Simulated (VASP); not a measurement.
# AlGaN2 (P-4m2) in VASP: notebook, part 2 of 2

VASP 6.6.1. Earlier steps stand in the parts before.

### 3 Single point, r2SCAN (atoms displaced along a vibrational mode)

Input file POSCAR:

```
AlGaN2
1.0
    3.1385264188      0.0000000000      0.0000000000
    0.0000000000      3.1385264188      0.0000000000
    0.0000000000      0.0000000000      8.8447134538
Al Ga N
2 2 4
Direct
    0.5000000000      0.5000000000      0.2500000000
    0.5000000000      0.5000000000      0.7500000000
    0.0000000000      0.0000000000     -0.0056491058
    0.0000000000      0.0000000000      0.5056491058
    0.5000000000      0.0000000000      0.3441026604
    0.5000000000      0.0000000000      0.8949805100
    0.0000000000      0.5000000000      0.1558973396
    0.0000000000      0.5000000000      0.6050194900
```

Input file INCAR.step1:

```
ALGO = Normal
EDIFF = 1E-4
ENCUT = 520
GGA = PE
ISMEAR = 0
LASPH = T
LCHARG = F
LREAL = F
LWAVE = T
NBANDS = 36
NELM = 80
PREC = Accurate
SIGMA = 0.05
```

Input file INCAR.step2:

```
ALGO = Normal
EDIFF = 1E-6
ENCUT = 520
ISIF = 2
ISMEAR = 0
ISTART = 1
LASPH = T
LCHARG = F
LMIXTAU = T
LREAL = F
LWAVE = F
METAGGA = R2SCAN
NBANDS = 36
NELM = 80
PREC = Accurate
SIGMA = 0.05
```

Input file KPOINTS:

```
k-points
0
Gamma
  8 8 4
```

Potentials or basis: VASP PAW PBE potentials, release 64 (Al, Ga_d, N).

Run with:

```bash
$ cat potpaw_PBE.64/Al/POTCAR potpaw_PBE.64/Ga_d/POTCAR potpaw_PBE.64/N/POTCAR > POTCAR
$ cp INCAR.step1 INCAR
$ mpirun -np 1 vasp_std > vasp.out
$ cp INCAR.step2 INCAR
$ mpirun -np 1 vasp_std > vasp.out
```

OUTCAR:

```text
EDIFF = 1E-6
   ENCUT = 520
   ISIF = 2
   ISMEAR = 0
   ISTART = 1
   LASPH = T
   LREAL = F
   METAGGA = R2SCAN
   NELM = 80
   PREC = Accurate

 ion  position               nearest neighbor table
   1  0.500  0.500  0.250-   5 1.78   7 1.78   5 1.78   7 1.78
   2  0.500  0.500  0.750-   6 2.03   8 2.03   6 2.03   8 2.03   3 3.10   4 3.10   3 3.10   3 3.10
                             4 3.10   4 3.10   3 3.10   4 3.10
   3  0.000  0.000  0.994-   6 1.80   6 1.80   7 2.12   7 2.12   2 3.10   2 3.10   2 3.10   2 3.10

   4  0.000  0.000  0.506-   8 1.80   8 1.80   5 2.12   5 2.12   2 3.10   2 3.10   2 3.10   2 3.10

[... 1156 lines left out ...]
  in kB      153.1075949    153.1075949    -24.7849794      0.0000000      0.0000000      0.0000000
  external PRESSURE =      93.8100701 kB  Pullay stress =       0.0000000 kB

 VOLUME and BASIS-vectors are now :
 -----------------------------------------------------------------------------
  energy-cutoff  :      520.00
  volume of cell :       87.12
      direct lattice vectors                 reciprocal lattice vectors
     3.138526419  0.000000000  0.000000000     0.318620864  0.000000000  0.000000000
     0.000000000  3.138526419  0.000000000     0.000000000  0.318620864  0.000000000
     0.000000000  0.000000000  8.844713454     0.000000000  0.000000000  0.113061888

 POSITION                                       TOTAL-FORCE (eV/Angst)
 -----------------------------------------------------------------------------------
      1.56926      1.56926      2.21118         0.000000      0.000000      0.000000
      1.56926      1.56926      6.63354         0.000000      0.000000      0.000000
      0.00000      0.00000      8.79475         0.000000      0.000000      6.643970
      0.00000      0.00000      4.47232         0.000000      0.000000     -6.643970
      1.56926      0.00000      3.04349         0.000000      0.000000      5.834312
      1.56926      0.00000      7.91585         0.000000      0.000000     -6.214179
      0.00000      1.56926      1.37887         0.000000      0.000000     -5.834312
      0.00000      1.56926      5.35122         0.000000      0.000000      6.214179
 -----------------------------------------------------------------------------------
    total drift:                               -0.000000      0.000000      0.000000

  FREE ENERGIE OF THE ION-ELECTRON SYSTEM (eV)
  ---------------------------------------------------
  free  energy   TOTEN  =       -78.9955783267 eV

  energy  without entropy=      -78.9955783267  energy(sigma->0) =      -78.99557833
```

OUTCAR.step1:

```text
EDIFF = 1E-4
   ENCUT = 520
   GGA = PE
   ISMEAR = 0
[... 1187 lines left out ...]
      1.56926      0.00000      3.04349         0.000000      0.000000      5.512651
      1.56926      0.00000      7.91585         0.000000      0.000000     -5.878091
      0.00000      1.56926      1.37887         0.000000      0.000000     -5.512651
      0.00000      1.56926      5.35122         0.000000      0.000000      5.878091
 -----------------------------------------------------------------------------------
    total drift:                               -0.000000      0.000000      0.000000

  FREE ENERGIE OF THE ION-ELECTRON SYSTEM (eV)
  ---------------------------------------------------
  free  energy   TOTEN  =       -50.9528217388 eV

  energy  without entropy=      -50.9528217388  energy(sigma->0) =      -50.95282174
```

OSZICAR.step1:

```text
N       E                     dE             d eps       ncg     rms          rms(c)
DAV:   1     0.484015480953E+03    0.48402E+03   -0.24159E+04  3680   0.218E+03
DAV:   2     0.191479634419E+02   -0.46487E+03   -0.43130E+03  3628   0.542E+02
DAV:   3    -0.571984030612E+02   -0.76346E+02   -0.74877E+02  3628   0.168E+02
DAV:   4    -0.616015308462E+02   -0.44031E+01   -0.43682E+01  4560   0.435E+01
DAV:   5    -0.617045329072E+02   -0.10300E+00   -0.10279E+00  3900   0.633E+00    0.173E+01
DAV:   6    -0.507200244989E+02    0.10985E+02   -0.30862E+01  5588   0.640E+01    0.547E+00
DAV:   7    -0.510504382965E+02   -0.33041E+00   -0.51015E+00  3708   0.140E+01    0.439E+00
DAV:   8    -0.509886449027E+02    0.61793E-01   -0.74682E-01  4808   0.787E+00    0.128E+00
DAV:   9    -0.509524818489E+02    0.36163E-01   -0.19692E-01  5352   0.585E+00    0.555E-01
DAV:  10    -0.509525941192E+02   -0.11227E-03   -0.38289E-02  3548   0.118E+00    0.304E-01
DAV:  11    -0.509526175819E+02   -0.23463E-04   -0.50561E-03  5432   0.499E-01    0.137E-01
DAV:  12    -0.509528497473E+02   -0.23217E-03   -0.11710E-03  4456   0.319E-01    0.571E-02
DAV:  13    -0.509528217388E+02    0.28008E-04   -0.33933E-04  3484   0.178E-01
   1 F= -.50952822E+02 E0= -.50952822E+02  d E =-.981713E-14
```

Run time: 14 min. Hardware: 1 thread of AMD EPYC 7R13, shared host; peak memory 0.25 GiB.

What came out:

```
Free energy            : -78.9956 eV
Pressure               : 9.4 GPa
Largest force          : 6.644 eV/Å
Band gap on the k mesh : 1.31 eV
```

Forces on the atoms (eV/Å):
```
Al   0.000  0.000  0.000
Al   0.000  0.000  0.000
Ga   0.000  0.000  6.644
Ga   0.000  0.000 -6.644
N    0.000  0.000  5.834
N    0.000  0.000 -6.214
N    0.000  0.000 -5.834
N    0.000  0.000  6.214
```

Caveat: the cell differs from its parent crystal (atoms displaced along a vibrational mode); the cell stands under pressure; the PAW data sets were made with another functional, which shifts forces and pressure a little. A k mesh can miss the band edges.

### 4 Single point, r2SCAN (atoms displaced along a vibrational mode)

Input file POSCAR:

```
AlGaN2
1.0
    3.1385264188      0.0000000000      0.0000000000
    0.0000000000      3.1385264188      0.0000000000
    0.0000000000      0.0000000000      8.8447134538
Al Ga N
2 2 4
Direct
    0.5000000000      0.5000000000      0.2500000000
    0.5000000000      0.5000000000      0.7500000000
    0.0000000000      0.0000000000      0.0037660705
    0.0000000000      0.0000000000      0.4962339295
    0.5000000000      0.0000000000      0.3865008684
    0.5000000000      0.0000000000      0.8525823020
    0.0000000000      0.5000000000      0.1134991316
    0.0000000000      0.5000000000      0.6474176980
```

Input file INCAR.step1:

```
ALGO     = Normal         # electronic algorithm
EDIFF    = 1E-4           # SCF threshold, eV
ENCUT    = 520            # plane-wave cutoff, eV
GGA      = PE             # functional
ISMEAR   = 0              # smearing method
LASPH    = True           # aspherical terms in the spheres
LCHARG   = False          # write CHGCAR
LREAL    = False          # projectors in reciprocal space
LWAVE    = True           # write WAVECAR
NBANDS   = 36             # bands
NELM     = 80             # most SCF steps
PREC     = Accurate       # precision mode
SIGMA    = 0.05           # smearing width, eV
```

Input file INCAR.step2:

```
ALGO     = Normal         # electronic algorithm
EDIFF    = 1E-7           # SCF threshold, eV
ENCUT    = 520            # plane-wave cutoff, eV
ISIF     = 2              # what is computed and relaxed
ISMEAR   = 0              # smearing method
ISTART   = 1            
LASPH    = True           # aspherical terms in the spheres
LCHARG   = False          # write CHGCAR
LMIXTAU  = True         
LREAL    = False          # projectors in reciprocal space
LWAVE    = False          # write WAVECAR
METAGGA  = R2SCAN         # meta-GGA
NBANDS   = 36             # bands
NELM     = 80             # most SCF steps
PREC     = Accurate       # precision mode
SIGMA    = 0.05           # smearing width, eV
```

KPOINTS is that of step 3.

Run with:

```bash
$ cat potpaw_PBE.64/Al/POTCAR potpaw_PBE.64/Ga_d/POTCAR potpaw_PBE.64/N/POTCAR > POTCAR
$ cp INCAR.step1 INCAR
$ mpirun -np 1 vasp_std > vasp.out
$ cp INCAR.step2 INCAR
$ mpirun -np 1 vasp_std > vasp.out
```

Run time: 16 min. Hardware: 1 thread of AMD EPYC 7R13, shared host; peak memory 0.25 GiB.

Results (log left out):

```yaml
Free_energy: -80.7212 eV
Pressure: 4.4 GPa
Largest_force: 4.626 eV/Å
Band_gap_on_the_k_mesh: 2.21 eV
```

Forces in eV/Å, atoms in the order of the input:
```
Al   0.000  0.000  0.000
Al   0.000  0.000  0.000
Ga   0.000  0.000 -4.626
Ga   0.000  0.000  4.626
N    0.000  0.000 -4.326
N    0.000  0.000  4.027
N    0.000  0.000  4.326
N    0.000  0.000 -4.027
```

Stress tensor (GPa, compression positive):
```
 7.09  0.00  0.00
 0.00  7.09  0.00
 0.00  0.00 -0.89
```

Levels at points of the mesh, in eV from the valence-band top:
```
           k point  band 24  band 25  band 26  band 27  band 28  band 29
(0.00, 0.00, 0.00)    -0.91     0.00     0.00     2.21     2.55     5.56
(0.50, 0.00, 0.00)    -1.23    -0.98    -0.22     4.62     5.82     6.68
(0.50, 0.50, 0.00)    -2.61    -2.51    -2.34     2.52     2.52     5.98
(0.00, 0.00, 0.50)    -1.59    -0.06    -0.06     2.71     2.77     4.85
(0.50, 0.00, 0.50)    -1.56    -1.27    -0.22     5.10     5.98     6.45
(0.50, 0.50, 0.50)    -2.80    -2.64    -2.61     3.06     3.06     5.75
```

Caveat: the cell differs from its parent crystal (atoms displaced along a vibrational mode); the cell stands under pressure; the PAW data sets were made with another functional, which shifts forces and pressure a little. A k mesh can miss the band edges.

### 5 Single point, r2SCAN (atoms displaced along a vibrational mode)

Input file POSCAR:

```
AlGaN2
1.0
    3.1385264188      0.0000000000      0.0000000000
    0.0000000000      3.1385264188      0.0000000000
    0.0000000000      0.0000000000      8.8447134538
Al Ga N
2 2 4
Direct
    0.5000000000      0.5000000000      0.2500000000
    0.5000000000      0.5000000000      0.7500000000
    0.0000000000      0.0000000000     -0.0018830353
    0.0000000000      0.0000000000      0.5018830353
    0.5000000000      0.0000000000      0.3610619436
    0.5000000000      0.0000000000      0.8780212268
    0.0000000000      0.5000000000      0.1389380564
    0.0000000000      0.5000000000      0.6219787732
```

Input file INCAR.step1:

```
PREC = Accurate
ENCUT = 520
ISMEAR = 0
SIGMA = 0.05
LREAL = False
LASPH = True
NELM = 100
NBANDS = 36
GGA = PE
ALGO = Normal
EDIFF = 1E-4
LWAVE = True
LCHARG = False
```

Input file INCAR.step2:

```
PREC = Accurate
ENCUT = 520
EDIFF = 1E-6
ISMEAR = 0
SIGMA = 0.05
LREAL = False
LASPH = True
NELM = 100
ALGO = Normal
ISIF = 2
LWAVE = False
LCHARG = True
METAGGA = R2SCAN
LMIXTAU = True
LELF = True
LVHAR = True
NBANDS = 36
ISTART = 1
```

Input file KPOINTS:

```
Automatic mesh
0
Gamma
  8 8 4
```

Run with:

```bash
$ cat potpaw_PBE.64/Al/POTCAR potpaw_PBE.64/Ga_d/POTCAR potpaw_PBE.64/N/POTCAR > POTCAR
$ cp INCAR.step1 INCAR
$ mpirun -np 1 vasp_std > vasp.out
$ cp INCAR.step2 INCAR
$ mpirun -np 1 vasp_std > vasp.out
```

It took 15 min on 1 thread of AMD EPYC 7R13, shared host; peak memory 0.25 GiB.

Results (log left out):

- Free energy: -81.7883 eV
- Pressure: 1.4 GPa
- Largest force: 2.343 eV/Å
- Band gap on the k mesh: 3.01 eV

Forces in eV/Å, atoms in the order of the input:
```
Al   0.000  0.000  0.000
Al   0.000  0.000  0.000
Ga   0.000  0.000  2.343
Ga   0.000  0.000 -2.343
N    0.000  0.000  2.026
N    0.000  0.000 -2.241
N    0.000  0.000 -2.026
N    0.000  0.000  2.241
```

Stress tensor (GPa, compression positive):
```
2.00 0.00 0.00
0.00 2.00 0.00
0.00 0.00 0.07
```

Levels at points of the mesh, in eV from the valence-band top:
| k point | band 23 | band 24 | band 25 | band 26 | band 27 | band 28 | band 29 | band 30 |
| --- | --- | --- | --- | --- | --- | --- | --- | --- |
| (0.00, 0.00, 0.00) | -1.29 | -0.45 | 0.00 | 0.00 | 3.01 | 3.57 | 5.72 | 6.07 |
| (0.50, 0.00, 0.00) | -1.03 | -1.02 | -0.76 | -0.27 | 5.46 | 6.88 | 7.46 | 7.53 |
| (0.50, 0.50, 0.00) | -2.41 | -2.41 | -2.41 | -2.35 | 3.42 | 3.42 | 6.70 | 6.75 |
| (0.00, 0.00, 0.50) | -0.99 | -0.99 | -0.12 | -0.12 | 3.71 | 3.92 | 4.84 | 5.49 |
| (0.50, 0.00, 0.50) | -1.53 | -1.44 | -1.02 | -0.28 | 6.12 | 6.77 | 7.18 | 7.64 |
| (0.50, 0.50, 0.50) | -2.80 | -2.67 | -2.67 | -2.59 | 4.19 | 4.19 | 5.58 | 5.58 |

Caveat: the cell differs from its parent crystal (atoms displaced along a vibrational mode); the PAW data sets were made with another functional, which shifts forces and pressure a little.

### 6 Overview

| cell | gap on the mesh (eV) | pressure (GPa) | largest force (eV/Å) |
| --- | --- | --- | --- |
| as given, atomic positions A | 0.47 | 16.1 | 8.19 |
| as given, atomic positions B | 1.31 | 9.4 | 6.64 |
| as given, atomic positions C | 2.21 | 4.4 | 4.63 |
| as given, atomic positions D | 3.01 | 1.4 | 2.34 |

Alike in all rows: task single point; level r2SCAN; potentials or basis VASP PAW PBE potentials, release 64 (Al, Ga_d, N); no spin polarisation; k mesh 8 × 8 × 4; cutoff (eV) 520; smearing gaussian 0.05 eV.

Caveats: the PAW data sets were made with another functional, which shifts forces and pressure a little; the cell stands under pressure (at least some runs).

Absolute energies hang on the potentials; compare differences alone.
